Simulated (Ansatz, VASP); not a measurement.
Two plane-wave programs on FePt

```
CELL_PARAMETERS angstrom
2.72165 0.00000 0.00000
0.00000 2.72165 0.00000
0.00000 0.00000 3.70000
ATOMIC_POSITIONS crystal
Fe 0.50000 0.50000 0.50000
Pt 0.00000 0.00000 0.00000
```

Alike in both runs: task single point; functional PBE; k mesh 6 × 6 × 6; occupations gaussian, width 0.1 eV; collinear spin.

```csv
,VASP,Ansatz
version,VASP 6.6.1,Ansatz 0.2.0
potentials or method,"VASP PAW PBE potentials, release 64 (Fe, Pt), cutoff 520 eV","scalar-relativistic, plane waves, PAW"
valence electrons in the cell,18,34
```

```tsv
	VASP	Ansatz	Ansatz less VASP
gap on the k mesh at the Fermi level (eV)	none	none	-
pressure (GPa)	4.6	5.0	+0.46
traceless stress, the component that is largest in VASP (GPa)	2.72	2.73	+0.005
net moment per atom (μB)	1.66	1.66	+0.001
size of the moment on the site where the two differ most (μB)	0.36	0.41	+0.052
```

Site moments also hang on the region over which each program counts them. A gap of «none» marks a metal or a gap that the smearing closes. With one functional, cell and mesh, what is left measures potentials, basis and numerics. VASP's potentials hold 18 valence electrons a cell and Ansatz's 34, so a difference there can come from the potentials and not from the codes.

The k mesh is coarse, so the values compare programs but aren't converged. Spin-orbit coupling is off throughout.
